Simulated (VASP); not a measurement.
## Rh: single point with r2SCAN

The system is Rh.

```
CELL_PARAMETERS angstrom
0.00000 1.95860 1.87303
1.95860 0.00000 1.87303
1.95860 1.95860 0.00000
ATOMIC_POSITIONS crystal
Rh 0.00000 0.00000 0.00000
```

This cell differs from its parent crystal: strain +0.030 along x and y, -0.015 along z.

* Program: VASP 6.6.1
* Task: single point
* Functional: r2SCAN
* Potentials or basis: VASP PAW PBE potentials, release 64 (Rh_pv)
* Cutoff: 520 eV
* k mesh: 22 × 22 × 22
* Occupations: gaussian, width 0.15 eV
* Spin: no spin polarisation
* Dipole correction: no
* Further INCAR settings: ALGO = Normal; EDIFF = 1e-06; NBANDS = 14

```
Pressure               : -10.3 GPa
Band gap on the k mesh : zero (an odd number of electrons rules out a gap without spin polarisation)
```

Stress tensor (GPa, compression positive):
```
-13.41   0.00   0.00
  0.00 -13.41   0.00
  0.00   0.00  -4.18
```

Levels at points of the mesh, in eV from the Fermi level:
| k point | band 4 | band 5 | band 6 | band 7 | band 8 | band 9 | band 10 | band 11 |
| --- | --- | --- | --- | --- | --- | --- | --- | --- |
| (0.00, 0.00, 0.00) | -7.83 | -3.09 | -3.09 | -2.64 | -1.28 | -0.74 | 16.78 | 17.47 |
| (0.50, 0.00, 0.00) | -5.95 | -3.29 | -2.80 | 0.43 | 0.68 | 0.97 | 8.65 | 16.25 |
| (0.50, 0.50, 0.00) | -6.12 | -5.79 | 0.47 | 1.00 | 1.00 | 4.10 | 13.17 | 13.19 |
| (0.50, 0.00, 0.50) | -6.11 | -5.73 | 0.47 | 0.77 | 1.15 | 3.12 | 11.90 | 13.81 |

Wall time 5.9 min on 1 thread of Intel(R) Xeon(R) Platinum 8124M CPU @ 3.00GHz (Skylake/Cascade Lake), with other jobs on the host, peak memory 0.26 GiB.

Caveat: the cell differs from its parent crystal (strain +0.030 along x and y, -0.015 along z); the stress differs along the axes, from -13 to -4 GPa; the PAW data sets were made with another functional, which shifts forces and pressure a little.
